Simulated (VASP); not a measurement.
# Mo3H (Pm-3n) in VASP: relaxation of cell and atoms with PBE

Aim: the relaxation of cell and atoms of Mo3H with PBE.

Everything below comes from runs of VASP 6.6.1. Logs are shortened: lines on timing, memory, paths and dates and some standing lists are left out, and cuts for length are marked.

## Step 1: The cell of the first run

It takes space group Pm-3n (No. 223, cubic). The conventional cell has a = 4.661 Å, b = 4.661 Å, c = 4.661 Å, α = 90.00°, β = 90.00°, γ = 90.00°. H (site symmetry m-3) has 12 Mo at 2.61 Å within 3.4 Å. Mo (site symmetry -4m2) has 10 Mo at 2.33 to 2.85 Å and 4 H at 2.61 Å within 3.1 Å.

The cell was built from a structure type or drawn by symmetry, and may not be a known phase.

## Step 2: Relaxation of cell and atoms, PBE

INCAR reads:

```
SYSTEM = Mo3H
PREC = Accurate
ENCUT = 600
EDIFF = 1E-6
ISMEAR = 0
SIGMA = 0.2
LREAL = .False.
LASPH = .True.
NELM = 100
ALGO = Normal
ISIF = 3
LWAVE = .False.
LCHARG = .False.
GGA = PE
IBRION = 2
NSW = 36
EDIFFG = -0.08
```

KPOINTS reads:

```
regular mesh
0
Gamma
  4 4 4
  0 0 0
```

POSCAR reads:

```
Mo3H
1.0
    4.6613417600      0.0000000000      0.0000000000
    0.0000000000      4.6613417600      0.0000000000
    0.0000000000      0.0000000000      4.6613417600
H Mo
2 6
Direct
    0.0000000000      0.0000000000      0.0000000000
    0.5000000000      0.5000000000      0.5000000000
    0.2500000000      0.0000000000      0.5000000000
    0.5000000000      0.7500000000      0.0000000000
    0.7500000000      0.0000000000      0.5000000000
    0.5000000000      0.2500000000      0.0000000000
    0.0000000000      0.5000000000      0.7500000000
    0.0000000000      0.5000000000      0.2500000000
```

Potentials or basis: VASP PAW PBE potentials, release 64 (H, Mo_sv).

Run with:

```bash
cat potpaw_PBE.64/H/POTCAR potpaw_PBE.64/Mo_sv/POTCAR > POTCAR
mpirun -np 1 vasp_std > vasp.out
```

OUTCAR:

```text
SYSTEM = Mo3H
   PREC = Accurate
   ENCUT = 600
   EDIFF = 1E-6
   ISMEAR = 0
   LREAL = .False.
   LASPH = .True.
   NELM = 100
   ISIF = 3
   GGA = PE
   IBRION = 2
   NSW = 36
   EDIFFG = -0.08

 ion  position               nearest neighbor table
   1  0.000  0.000  0.000-
   2  0.500  0.500  0.500-
   3  0.250  0.000  0.500-   5 2.33   5 2.33   6 2.85   7 2.85   8 2.85   4 2.85   6 2.85   7 2.85
                             8 2.85   4 2.85
   4  0.500  0.750  0.000-   6 2.33   6 2.33   3 2.85   7 2.85   8 2.85   3 2.85   5 2.85   5 2.85
                             7 2.85   8 2.85
   5  0.750  0.000  0.500-   3 2.33   3 2.33   6 2.85   7 2.85   8 2.85   4 2.85   6 2.85   7 2.85
                             8 2.85   4 2.85
   6  0.500  0.250  0.000-   4 2.33   4 2.33   5 2.85   7 2.85   8 2.85   3 2.85   5 2.85   3 2.85
                             7 2.85   8 2.85
   7  0.000  0.500  0.750-   8 2.33   8 2.33   5 2.85   6 2.85   3 2.85   4 2.85   3 2.85   5 2.85
                             4 2.85   6 2.85
   8  0.000  0.500  0.250-   7 2.33   7 2.33   5 2.85   6 2.85   3 2.85   4 2.85   3 2.85   5 2.85
                             4 2.85   6 2.85

  LATTYP: Found a simple cubic cell.
 ALAT       =     4.6613417600

  Lattice vectors:

 A1 = (   4.6613417600,   0.0000000000,   0.0000000000)
 A2 = (   0.0000000000,   4.6613417600,   0.0000000000)
 A3 = (   0.0000000000,   0.0000000000,   4.6613417600)

Analysis of symmetry for initial positions (statically):
=====================================================================
 Subroutine PRICEL returns:
 Original cell was already a primitive cell.

 Routine SETGRP: Setting up the symmetry group for a
 simple cubic supercell.

 Subroutine GETGRP returns: Found 48 space group operations
 (whereof 24 operations were pure point group operations)
 out of a pool of 48 trial point group operations.

The static configuration has the point symmetry T_h .
 The point group associated with its full space group is O_h .

Analysis of symmetry for dynamics (positions and initial velocities):
=====================================================================
 Subroutine PRICEL returns:
 Original cell was already a primitive cell.

 Routine SETGRP: Setting up the symmetry group for a
 simple cubic supercell.

 Subroutine GETGRP returns: Found 48 space group operations
 (whereof 24 operations were pure point group operations)
 out of a pool of 48 trial point group operations.

The dynamic configuration has the point symmetry T_h .
 The point group associated with its full space group is O_h .

 Subroutine INISYM returns: Found 48 space group operations
 (whereof 24 operations are pure point group operations),
 and found     1 'primitive' translations

----------------------------------------------------------------------------------------

                                     Primitive cell

  volume of cell :     101.2821

  direct lattice vectors                    reciprocal lattice vectors
     4.661341760  0.000000000  0.000000000     0.214530505  0.000000000  0.000000000
     0.000000000  4.661341760  0.000000000     0.000000000  0.214530505  0.000000000
     0.000000000  0.000000000  4.661341760     0.000000000  0.000000000  0.214530505

  length of vectors
     4.661341760  4.661341760  4.661341760     0.214530505  0.214530505  0.214530505

  position of ions in fractional coordinates (direct lattice)
     0.000000000  0.000000000  0.000000000
     0.500000000  0.500000000  0.500000000
     0.250000000  0.000000000  0.500000000
     0.500000000  0.750000000  0.000000000
     0.750000000  0.000000000  0.500000000
     0.500000000  0.250000000  0.000000000
     0.000000000  0.500000000  0.750000000
     0.000000000  0.500000000  0.250000000

  ion indices of the primitive-cell ions
   primitive index   ion index
                 1           1
                 2           2
                 3           3
                 4           4
                 5           5
                 6           6
                 7           7
                 8           8

----------------------------------------------------------------------------------------

 KPOINTS: regular mesh

Automatic generation of k-mesh.
 Grid dimensions read from file:
 generate k-points for:    4    4    4

 Generating k-lattice:

  Cartesian coordinates                     Fractional coordinates (reciprocal lattice)
     0.053632626  0.000000000  0.000000000     0.250000000  0.000000000  0.000000000
     0.000000000  0.053632626  0.000000000     0.000000000  0.250000000  0.000000000
     0.000000000  0.000000000  0.053632626     0.000000000  0.000000000  0.250000000

  Length of vectors
     0.053632626  0.053632626  0.053632626

  Shift w.r.t. Gamma in fractional coordinates (k-lattice)
     0.000000000  0.000000000  0.000000000

 Subroutine IBZKPT returns following result:
 ===========================================

 Found     10 irreducible k-points:

 Following reciprocal coordinates:
            Coordinates               Weight
  0.000000  0.000000  0.000000      1.000000
  0.250000  0.000000  0.000000      6.000000
  0.500000  0.000000  0.000000      3.000000
  0.250000  0.250000  0.000000     12.000000
  0.500000  0.250000  0.000000     12.000000
  0.500000  0.500000  0.000000      3.000000
  0.250000  0.250000  0.250000      8.000000
  0.500000  0.250000  0.250000     12.000000
  0.500000  0.500000  0.250000      6.000000
  0.500000  0.500000  0.500000      1.000000
   k-points           NKPTS =     10   k-points in BZ     NKDIM =     10   number of bands    NBANDS=     51
   number of dos      NEDOS =    301   number of ions     NIONS =      8
   total plane-waves  NPLWV =  64000
   dimension x,y,z NGX =    40 NGY =   40 NGZ =   40
   dimension x,y,z NGXF=    80 NGYF=   80 NGZF=   80
   ions per type =               2   6
   NGX,Y,Z   is equivalent  to a cutoff of  14.27, 14.27, 14.27 a.u.
   NGXF,Y,Z  is equivalent  to a cutoff of  28.53, 28.53, 28.53 a.u.
 SYSTEM =  Mo3H
   PREC   = accura    normal or accurate (medium, high low for compatibility)
   ISTART =      0    job   : 0-new  1-cont  2-samecut
   ICHARG =      2    charge: 1-file 2-atom 10-const
   ISPIN  =      1    spin polarized calculation?
   LNONCOLLINEAR =      F non collinear calculations
   LSORBIT =      F    spin-orbit coupling
   LASPH  =      T    aspherical Exc in radial PAW
   ENCUT  =  600.0 eV  44.10 Ry    6.64 a.u.   9.31  9.31  9.31*2*pi/ulx,y,z
   NELM   =    100;   NELMIN=  2; NELMDL= -5     # of ELM steps
   EDIFF  = 0.1E-05   stopping-criterion for ELM
   LREAL  =      F    real-space projection
   EDIFFG = -.8E-01   stopping-criterion for IOM
   NSW    =     36    number of steps for IOM
   IBRION =      2    ionic relax: 0-MD 1-quasi-New 2-CG
   NFREE  =      1    steps in history (QN), initial steepest desc. (CG)
   ISIF   =      3    stress and relaxation
   ISYM   =      2    0-nonsym 1-usesym 2-fastsym
   POTIM  = 0.5000    time-step for ionic-motion
   TEBEG  =    0.0;   TEEND  =   0.0 temperature during run
   PSTRESS=    0.0 pullay stress
   NELECT =      86.0000    total number of electrons
   NUPDOWN=      -1.0000    fix difference up-down
   EMIN   =  10.00;   EMAX   =-10.00  energy-range for DOS
   EFERMI =   0.00;   METHOD = LEGACY
   ISMEAR =     0;   SIGMA  =   0.20  broadening in eV -4-tet -1-fermi 0-gaus
   EFERMI_NEDOS =   21; number of points for ismear=-14 and -15
   IALGO  =     38    algorithm
   IMIX   =      4    mixing-type and parameters
     AMIX     =   0.40;   BMIX     =  1.00
     AMIX_MAG =   1.60;   BMIX_MAG =  1.00
  volume/ion in A,a.u.               =      12.66        85.44
  Fermi-wavevector in a.u.,A,eV,Ry     =   1.550232  2.929514 32.697784  2.403219
  Thomas-Fermi vector in A             =   2.654925
   LORBIT       =      0    0 simple, 1 ext, 2 COOP (PROOUT), +10 PAW based schemes
   GGA     = PE    functional components
   LHFCALC =     F    Hartree Fock is set to
   AEXX    =    0.0000 exact exchange contribution
   IVDW    =     0    specifies the selected vdW correction
   LEPSILON=     F    determine dielectric tensor
   LRPA    =     F    only Hartree local field effects (RPA)
 conjugate gradient relaxation of ions
 non-spin polarized calculation
 Gauss-broadening in eV      SIGMA  =   0.20
  energy-cutoff  :      600.00
  volume of cell :      101.28
 maximum number of plane-waves:      3415
 NGX is ok and might be reduce to    40
   NGX = 19   NGY = 19   NGZ = 19

--------------------------------------- Ionic step        1  -------------------------------------------

 number of electron      85.9999999 magnetization

 Free energy of the ion-electron system (eV)
  ---------------------------------------------------
  ext. energy  EPLUGINS =         0.00000000
  ---------------------------------------------------
  free energy    TOTEN  =       -65.89199425 eV

  energy without entropy =      -65.76187258  energy(sigma->0) =      -65.82693341

------------------------ aborting loop because EDIFF is reached ----------------------------------------

  FORCE on cell =-STRESS in cart. coord.  units (eV):
  Direction    XX          YY          ZZ          XY          YZ          ZX
  --------------------------------------------------------------------------------------
  -------------------------------------------------------------------------------------
  Total       10.2246751     10.2246751     10.2246751      0.0000000      0.0000000     -0.0000000
  in kB      161.7436588    161.7436588    161.7436588      0.0000000      0.0000000     -0.0000000
  external PRESSURE =     161.7436588 kB  Pullay stress =       0.0000000 kB
[... 27 lines left out ...]
  energy  without entropy=      -65.7618725794  energy(sigma->0) =      -65.82693341

--------------------------------------- Ionic step        2  -------------------------------------------

 number of electron      85.9999998 magnetization

 E-fermi :   8.9210     XC(G=0): -12.0860

 val. band max:        8.9054990196   @ k =   0.5000   0.5000   0.5000
 cond. band min:       8.9266387159   @ k =   0.5000   0.2500   0.2500
 fundamental gap:      0.0211396963
 Fermi energy:         8.9210306809

 k-point     1 :       0.0000    0.0000    0.0000
  band No.  band energies     occupation
      1     -51.9578      2.00000
      2     -51.8623      2.00000
      3     -51.8623      2.00000
      4     -51.5727      2.00000
      5     -51.5727      2.00000
      6     -51.5727      2.00000
[... 568 lines left out ...]
  energy  without entropy=      -65.3186746751  energy(sigma->0) =      -65.40961575

--------------------------------------- Ionic step        3  -------------------------------------------

 number of electron      86.0000011 magnetization

 Free energy of the ion-electron system (eV)
  ---------------------------------------------------
  ext. energy  EPLUGINS =         0.00000000
  ---------------------------------------------------
  free energy    TOTEN  =       -66.24270415 eV

  energy without entropy =      -66.08804692  energy(sigma->0) =      -66.16537554

 E-fermi :  10.3758     XC(G=0): -12.6471

 val. band max:       10.3634690940   @ k =   0.5000   0.5000   0.0000
 cond. band min:      10.4909964429   @ k =   0.5000   0.5000   0.5000
 fundamental gap:      0.1275273490
 Fermi energy:        10.3757756641

 k-point     1 :       0.0000    0.0000    0.0000
  band No.  band energies     occupation
      1     -50.5368      2.00000
      2     -50.3859      2.00000
      3     -50.3859      2.00000
      4     -49.9696      2.00000
      5     -49.9696      2.00000
      6     -49.9696      2.00000
[... 564 lines left out ...]
  FREE ENERGIE OF THE ION-ELECTRON SYSTEM (eV)
  ---------------------------------------------------
  free  energy   TOTEN  =       -66.2427041546 eV

  energy  without entropy=      -66.0880469193  energy(sigma->0) =      -66.16537554

 reached required accuracy - stopping structural energy minimisation
```

It took 1.9 min on 1 thread of Intel Xeon Platinum 8488C (Sapphire Rapids), shared host; peak memory 0.26 GiB.

What came out:

```yaml
Free_energy: -66.2427 eV
Relaxed_volume: 13.61 Å³/atom
Relaxed_cell: a = 4.775 Å, b = 4.775 Å, c = 4.775 Å, α = 90.00°, β = 90.00°, γ = 90.00°
Space_group_after_relaxing_to_0.1_Å: Pm-3n (No. 223)
Energy_gained_by_relaxing: 43.8 meV/atom
Ionic_steps: 3
Pressure_after_relaxing: -0.4 GPa
Band_gap_on_the_k_mesh: zero (bands 43 and 44 overlap by 0.50 eV)
```

The path:
```csv
step,energy change (eV),largest force (eV/Å),pressure (GPa),volume (Å³)
1,0.0000,0.0000,16.17,101.28
2,0.3914,0.0000,-17.34,121.20
3,-0.3507,0.0000,-0.41,108.90
```

Final structure:
```
H Mo
1.0
     4.77539    0.00000    0.00000
     0.00000    4.77539    0.00000
     0.00000    0.00000    4.77539
H Mo
2 6
Direct
  0.00000 0.00000 0.00000
  0.50000 0.50000 0.50000
  0.25000 0.00000 0.50000
  0.50000 0.75000 0.00000
  0.75000 0.00000 0.50000
  0.50000 0.25000 0.00000
  0.00000 0.50000 0.75000
  0.00000 0.50000 0.25000
```
